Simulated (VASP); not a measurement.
# Sb2Se3 (P-6m2) in VASP: a series of runs

Sb2Se3 is run at these levels: PBE; tasks: relaxation of cell and atoms.

All numbers are computed with VASP 6.6.1; they aren't measurements. Logs are shortened: lines on timing, memory, paths and dates and some standing lists are left out, and cuts for length are marked.

## (1) The cell of the first run

It takes space group P-6m2 (No. 187, hexagonal). The conventional cell has a = 6.303 Å, b = 6.303 Å, c = 5.120 Å, α = 90.00°, β = 90.00°, γ = 120.00°. Within 3.8 Å of Sb (site symmetry -6m2) lie 6 Se at 2.86 Å. Within 4.2 Å of Sb (site symmetry -6m2) lie 6 Se at 3.20 Å. Within 2.9 Å of Se (site symmetry mm2) lie 2 Se at 2.21 Å and 2 Sb at 2.86 Å.

The cell was generated, and may not be a known phase.

## (2) Relaxation of cell and atoms, PBE

File INCAR:

```
SYSTEM = Sb2Se3
PREC = Accurate
ENCUT = 500
EDIFF = 1E-7
ISMEAR = 0
SIGMA = 0.15
LREAL = .FALSE.
LASPH = .TRUE.
NELM = 120
ALGO = Normal
ISIF = 3
LWAVE = .FALSE.
LCHARG = .FALSE.
GGA = PE
IBRION = 2
NSW = 36
EDIFFG = -0.08
GGA_COMPAT = .FALSE.
NELMIN = 4
```

File KPOINTS:

```
Automatic mesh
0
G
  2 2 3
  0 0 0
```

File POSCAR:

```
Sb2Se3
1.0
    6.3032023100      0.0000000000      0.0000000000
   -3.1516011600      5.4587333300      0.0000000000
    0.0000000000      0.0000000000      5.1204659300
Sb Se
2 3
Direct
    0.0000000000      0.0000000000      0.5000000000
    0.3333333300      0.6666666700      0.0000000000
    0.8829070600      0.1170929400      0.0000000000
    0.8829070600      0.7658141300      0.0000000000
    0.2341858700      0.1170929400      0.0000000000
```

Potentials or basis: VASP PAW PBE potentials, release 64 (Sb, Se).

Launch:

```bash
> cat potpaw_PBE.64/Sb/POTCAR potpaw_PBE.64/Se/POTCAR > POTCAR
> mpirun -np 1 vasp_std > vasp.out
```

OUTCAR:

```text
SYSTEM = Sb2Se3
   PREC = Accurate
   ENCUT = 500
   EDIFF = 1E-7
   ISMEAR = 0
   LREAL = .FALSE.
   LASPH = .TRUE.
   NELM = 120
   ISIF = 3
   GGA = PE
   IBRION = 2
   NSW = 36
   EDIFFG = -0.08
   NELMIN = 4

 ion  position               nearest neighbor table
   1  0.000  0.000  0.500-   5 2.86   5 2.86   4 2.86   4 2.86   3 2.86   3 2.86
   2  0.333  0.667  0.000-   4 3.20   3 3.20   4 3.20   3 3.20   5 3.20   5 3.20
   3  0.883  0.117  0.000-   5 2.21   4 2.21   1 2.86   1 2.86   2 3.20   2 3.20
   4  0.883  0.766  0.000-   5 2.21   3 2.21   1 2.86   1 2.86   2 3.20   2 3.20
   5  0.234  0.117  0.000-   3 2.21   4 2.21   1 2.86   1 2.86   2 3.20   2 3.20

  LATTYP: Found a hexagonal cell.
 ALAT       =     6.3032023100
 C/A-ratio  =     0.8123594450

  Lattice vectors:

 A1 = (   6.3032023100,   0.0000000000,   0.0000000000)
 A2 = (  -3.1516011600,   5.4587333300,   0.0000000000)
 A3 = (   0.0000000000,   0.0000000000,   5.1204659300)

Analysis of symmetry for initial positions (statically):
=====================================================================
 Subroutine PRICEL returns:
 Original cell was already a primitive cell.

 Routine SETGRP: Setting up the symmetry group for a
 hexagonal supercell.

 Subroutine GETGRP returns: Found 12 space group operations
 (whereof 12 operations were pure point group operations)
 out of a pool of 24 trial point group operations.

The static configuration has the point symmetry D_3h.

Analysis of symmetry for dynamics (positions and initial velocities):
=====================================================================
 Subroutine PRICEL returns:
 Original cell was already a primitive cell.

 Routine SETGRP: Setting up the symmetry group for a
 hexagonal supercell.

 Subroutine GETGRP returns: Found 12 space group operations
 (whereof 12 operations were pure point group operations)
 out of a pool of 24 trial point group operations.

The dynamic configuration has the point symmetry D_3h.

 Subroutine INISYM returns: Found 12 space group operations
 (whereof 12 operations are pure point group operations),
 and found     1 'primitive' translations

----------------------------------------------------------------------------------------

                                     Primitive cell

  volume of cell :     176.1824

  direct lattice vectors                    reciprocal lattice vectors
     6.303202310  0.000000000  0.000000000     0.158649517  0.091596341  0.000000000
    -3.151601160  5.458733330  0.000000000     0.000000000  0.183192682  0.000000000
     0.000000000  0.000000000  5.120465930     0.000000000  0.000000000  0.195294728

  length of vectors
     6.303202310  6.303202316  5.120465930     0.183192682  0.183192682  0.195294728

  position of ions in fractional coordinates (direct lattice)
     0.000000000  0.000000000  0.500000000
     0.333333330  0.666666670  0.000000000
     0.882907060  0.117092940  0.000000000
     0.882907060  0.765814130  0.000000000
     0.234185870  0.117092940  0.000000000

  ion indices of the primitive-cell ions
   primitive index   ion index
                 1           1
                 2           2
                 3           3
                 4           4
                 5           5

----------------------------------------------------------------------------------------

 KPOINTS: Automatic mesh

Automatic generation of k-mesh.
 Grid dimensions read from file:
 generate k-points for:    2    2    3

 Generating k-lattice:

  Cartesian coordinates                     Fractional coordinates (reciprocal lattice)
     0.079324758  0.045798171  0.000000000     0.500000000  0.000000000  0.000000000
     0.000000000  0.091596341  0.000000000     0.000000000  0.500000000  0.000000000
     0.000000000  0.000000000  0.065098243     0.000000000  0.000000000  0.333333333

  Length of vectors
     0.091596341  0.091596341  0.065098243

  Shift w.r.t. Gamma in fractional coordinates (k-lattice)
     0.000000000  0.000000000  0.000000000

 Subroutine IBZKPT returns following result:
 ===========================================

 Found      4 irreducible k-points:

 Following reciprocal coordinates:
            Coordinates               Weight
  0.000000  0.000000  0.000000      1.000000
  0.500000  0.000000  0.000000      3.000000
  0.000000  0.000000  0.333333      2.000000
  0.500000  0.000000  0.333333      6.000000
   k-points           NKPTS =      4   k-points in BZ     NKDIM =      4   number of bands    NBANDS=     18
   number of dos      NEDOS =    301   number of ions     NIONS =      5
   total plane-waves  NPLWV =  92160
   dimension x,y,z NGX =    48 NGY =   48 NGZ =   40
   dimension x,y,z NGXF=    96 NGYF=   96 NGZF=   80
   ions per type =               2   3
   NGX,Y,Z   is equivalent  to a cutoff of  12.66, 12.66, 12.99 a.u.
   NGXF,Y,Z  is equivalent  to a cutoff of  25.32, 25.32, 25.97 a.u.
 SYSTEM =  Sb2Se3
   PREC   = accura    normal or accurate (medium, high low for compatibility)
   ISTART =      0    job   : 0-new  1-cont  2-samecut
   ICHARG =      2    charge: 1-file 2-atom 10-const
   ISPIN  =      1    spin polarized calculation?
   LNONCOLLINEAR =      F non collinear calculations
   LSORBIT =      F    spin-orbit coupling
   LASPH  =      T    aspherical Exc in radial PAW
   ENCUT  =  500.0 eV  36.75 Ry    6.06 a.u.  11.49 11.49  9.34*2*pi/ulx,y,z
   NELM   =    120;   NELMIN=  4; NELMDL= -5     # of ELM steps
   EDIFF  = 0.1E-06   stopping-criterion for ELM
   LREAL  =      F    real-space projection
   EDIFFG = -.8E-01   stopping-criterion for IOM
   NSW    =     36    number of steps for IOM
   IBRION =      2    ionic relax: 0-MD 1-quasi-New 2-CG
   NFREE  =      1    steps in history (QN), initial steepest desc. (CG)
   ISIF   =      3    stress and relaxation
   ISYM   =      2    0-nonsym 1-usesym 2-fastsym
   POTIM  = 0.5000    time-step for ionic-motion
   TEBEG  =    0.0;   TEEND  =   0.0 temperature during run
   PSTRESS=    0.0 pullay stress
   NELECT =      28.0000    total number of electrons
   NUPDOWN=      -1.0000    fix difference up-down
   EMIN   =  10.00;   EMAX   =-10.00  energy-range for DOS
   EFERMI =   0.00;   METHOD = LEGACY
   ISMEAR =     0;   SIGMA  =   0.15  broadening in eV -4-tet -1-fermi 0-gaus
   EFERMI_NEDOS =   21; number of points for ismear=-14 and -15
   IALGO  =     38    algorithm
   IMIX   =      4    mixing-type and parameters
     AMIX     =   0.40;   BMIX     =  1.00
     AMIX_MAG =   1.60;   BMIX_MAG =  1.00
  volume/ion in A,a.u.               =      35.24       237.79
  Fermi-wavevector in a.u.,A,eV,Ry     =   0.886761  1.675736 10.698877  0.786345
  Thomas-Fermi vector in A             =   2.007970
   LORBIT       =      0    0 simple, 1 ext, 2 COOP (PROOUT), +10 PAW based schemes
   GGA     = PE    functional components
   LHFCALC =     F    Hartree Fock is set to
   AEXX    =    0.0000 exact exchange contribution
   IVDW    =     0    specifies the selected vdW correction
   LEPSILON=     F    determine dielectric tensor
   LRPA    =     F    only Hartree local field effects (RPA)
 conjugate gradient relaxation of ions
 non-spin polarized calculation
 Gauss-broadening in eV      SIGMA  =   0.15
  energy-cutoff  :      500.00
  volume of cell :      176.18
 maximum number of plane-waves:      4471
 NGX is ok and might be reduce to    48
   NGX = 23   NGY = 23   NGZ = 19

--------------------------------------- Ionic step        1  -------------------------------------------

 number of electron      28.0000002 magnetization

 Free energy of the ion-electron system (eV)
  ---------------------------------------------------
  ext. energy  EPLUGINS =         0.00000000
  ---------------------------------------------------
  free energy    TOTEN  =       -13.23750914 eV

  energy without entropy =      -13.19359198  energy(sigma->0) =      -13.21555056

------------------------ aborting loop because EDIFF is reached ----------------------------------------

  FORCE on cell =-STRESS in cart. coord.  units (eV):
  Direction    XX          YY          ZZ          XY          YZ          ZX
  --------------------------------------------------------------------------------------
  -------------------------------------------------------------------------------------
  Total       15.8288492     15.8288492      1.3721630     -0.0000000      0.0000000     -0.0000000
  in kB      143.9452428    143.9452431     12.4782496     -0.0000001      0.0000000     -0.0000000
  external PRESSURE =     100.1229118 kB  Pullay stress =       0.0000000 kB
[... 98 lines left out ...]
  FREE ENERGIE OF THE ION-ELECTRON SYSTEM (eV)
  ---------------------------------------------------
  free  energy   TOTEN  =       -15.6604671332 eV

  energy  without entropy=      -15.6031178451  energy(sigma->0) =      -15.63179249

 E-fermi :   5.3952     XC(G=0):  -9.3622

 val. band max:        5.3501911757   @ k =   0.5000   0.0000   0.0000
 cond. band min:       5.4121790218   @ k =   0.5000   0.0000   0.3333
 fundamental gap:      0.0619878460
 Fermi energy:         5.3951746808

 k-point     1 :       0.0000    0.0000    0.0000
  band No.  band energies     occupation
      1     -10.4673      2.00000
      2      -7.2708      2.00000
      3      -7.2708      2.00000
      4      -4.1670      2.00000
      5      -2.7124      2.00000
      6      -1.1294      2.00000
[... 10 lines left out ...]
     17       6.9621      0.00000
     18       7.2845      0.00000
[... 46 lines left out ...]
      2      -8.7105      2.00000
      3      -7.3292      2.00000
      4      -4.3673      2.00000
      5      -3.7453      2.00000
      6       0.1297      2.00000
[... 10 lines left out ...]
     17       7.1047      0.00000
     18       7.6422      0.00000

[... ionic steps 4 to 32 ...]

--------------------------------------- Ionic step       33  -------------------------------------------

 number of electron      28.0000000 magnetization

------------------------ aborting loop because EDIFF is reached ----------------------------------------

  FORCE on cell =-STRESS in cart. coord.  units (eV):
  Direction    XX          YY          ZZ          XY          YZ          ZX
  --------------------------------------------------------------------------------------
  -------------------------------------------------------------------------------------
  Total        0.0712733      0.0712733      0.3095830     -0.0000000     -0.0000000     -0.0000000
  in kB        0.7857236      0.7857236      3.4128710     -0.0000000     -0.0000000     -0.0000000
  external PRESSURE =       1.6614394 kB  Pullay stress =       0.0000000 kB
[... 63 lines left out ...]
  energy  without entropy=      -17.2200006673  energy(sigma->0) =      -17.26209690

--------------------------------------- Ionic step       35  -------------------------------------------

 number of electron      27.9999998 magnetization

 Free energy of the ion-electron system (eV)
  ---------------------------------------------------
  ext. energy  EPLUGINS =         0.00000000
  ---------------------------------------------------
  free energy    TOTEN  =       -17.31052672 eV

  energy without entropy =      -17.23223657  energy(sigma->0) =      -17.27138164

 E-fermi :   4.3956     XC(G=0):  -9.1127

 val. band max:        4.2771989948   @ k =   0.0000   0.0000   0.0000
 cond. band min:       4.4224534635   @ k =   0.0000   0.0000   0.3333
 fundamental gap:      0.1452544687
 Fermi energy:         4.3955815798

 k-point     1 :       0.0000    0.0000    0.0000
  band No.  band energies     occupation
      1     -10.3042      2.00000
      2      -8.1426      2.00000
      3      -8.1426      2.00000
      4      -4.9135      2.00000
      5      -3.8018      2.00000
      6      -0.8279      2.00000
[... 10 lines left out ...]
     17       6.2002      0.00000
     18       6.8199      0.00000
[... 93 lines left out ...]
  FREE ENERGIE OF THE ION-ELECTRON SYSTEM (eV)
  ---------------------------------------------------
  free  energy   TOTEN  =       -17.3105267225 eV

  energy  without entropy=      -17.2322365673  energy(sigma->0) =      -17.27138164

 reached required accuracy - stopping structural energy minimisation
```

Wall time 6.8 min (1 thread of Intel Xeon Platinum 8559C (Emerald Rapids), shared host); peak memory 0.31 GiB.

What came out:

| Property | Result |
| --- | --- |
| Free energy | -17.3105 eV |
| Relaxed volume | 28.91 Å³/atom |
| Relaxed cell | a = 6.437 Å, b = 6.437 Å, c = 4.029 Å, α = 90.00°, β = 90.00°, γ = 120.00° |
| Space group after relaxing (to 0.1 Å) | P-6m2 (No. 187) |
| Energy gained by relaxing | 814.6 meV/atom |
| Ionic steps | 35 |
| Pressure after relaxing | 0.1 GPa |
| Largest force after relaxing | 0.013 eV/Å |
| Band gap on the k mesh | zero (bands 14 and 15 overlap by 0.34 eV) |

Forces on the atoms (eV/Å):
```
Sb   0.000  0.000  0.000
Sb   0.000  0.000  0.000
Se  -0.011  0.007  0.000
Se   0.000 -0.013  0.000
Se   0.011  0.007  0.000
```

The path:
```csv
step,energy change (eV),largest force (eV/Å),pressure (GPa),volume (Å³)
1,0.0000,8.2675,10.01,176.18
2,-1.1913,0.5084,-6.65,237.21
3,-2.4230,0.5371,-3.37,202.40
4,-2.4333,0.6270,-3.12,201.18
5,-2.4403,0.8388,-2.56,198.65
6,-2.7463,1.1558,-1.31,184.36
7,-3.0021,1.8932,3.06,159.27
8,-3.1327,1.7802,3.10,156.57
9,-3.4363,1.3634,3.67,148.67
10,-3.3066,0.3254,7.95,133.65
11,-3.5218,1.0207,4.62,143.50
12,-3.5315,0.7606,5.24,140.88
13,-3.7026,0.3866,2.45,146.76
14,-3.7627,0.0137,-0.38,154.58
15,-3.7639,0.0514,-0.09,153.65
16,-3.7639,0.0623,-0.01,153.39
17,-3.7692,0.0789,-0.04,153.45
18,-3.7862,0.1313,-0.14,153.64
19,-3.8265,0.2374,-0.39,153.93
20,-3.9119,0.3803,-1.07,154.18
21,-3.9756,0.0486,-2.06,153.26
22,-3.9799,0.3081,-1.73,154.01
23,-3.9965,0.1687,-2.01,153.66
24,-3.9947,0.2292,-1.93,153.82
25,-3.9994,0.2150,-1.90,153.52
26,-4.0098,0.1703,-1.79,152.59
27,-4.0081,0.0808,-1.46,150.69
28,-4.0131,0.1328,-1.67,151.82
29,-4.0205,0.1475,-1.51,151.21
30,-4.0386,0.1919,-1.02,149.37
31,-4.0550,0.2799,0.07,145.74
32,-4.0551,0.2878,0.18,145.42
33,-4.0585,0.2626,0.17,145.33
34,-4.0667,0.1843,0.15,145.08
35,-4.0730,0.0132,0.15,144.56
```

Final structure:
```
CELL_PARAMETERS angstrom
6.43704 0.00000 0.00000
-3.21852 5.57464 0.00000
0.00000 0.00000 4.02853
ATOMIC_POSITIONS crystal
Sb 0.00000 0.00000 0.50000
Sb 0.33333 0.66667 0.00000
Se 0.82030 0.17970 0.00000
Se 0.82030 0.64060 0.00000
Se 0.35940 0.17970 0.00000
```

Levels at points of the mesh, in eV from the Fermi level:
| k point | band 11 | band 12 | band 13 | band 14 | band 15 | band 16 | band 17 | band 18 |
| --- | --- | --- | --- | --- | --- | --- | --- | --- |
| (0.00, 0.00, 0.00) | -1.19 | -0.75 | -0.75 | -0.12 | 1.68 | 1.80 | 1.80 | 2.42 |
| (0.50, 0.00, 0.00) | -2.02 | -1.22 | -0.94 | -0.38 | -0.20 | 1.27 | 1.62 | 2.07 |

Caveat: the k points lie up to 0.56 Å⁻¹ apart in the final cell; the volume moved by over 15 % at a fixed basis, so the end points are rough; semilocal functionals underestimate gaps, and a narrow one can read as zero; spin-orbit coupling is left out, which moves the levels of the heavy elements.

(Part 1 of 2 ends here.)

The gap in the log of VASP goes by the Fermi energy; the results here count the filled bands.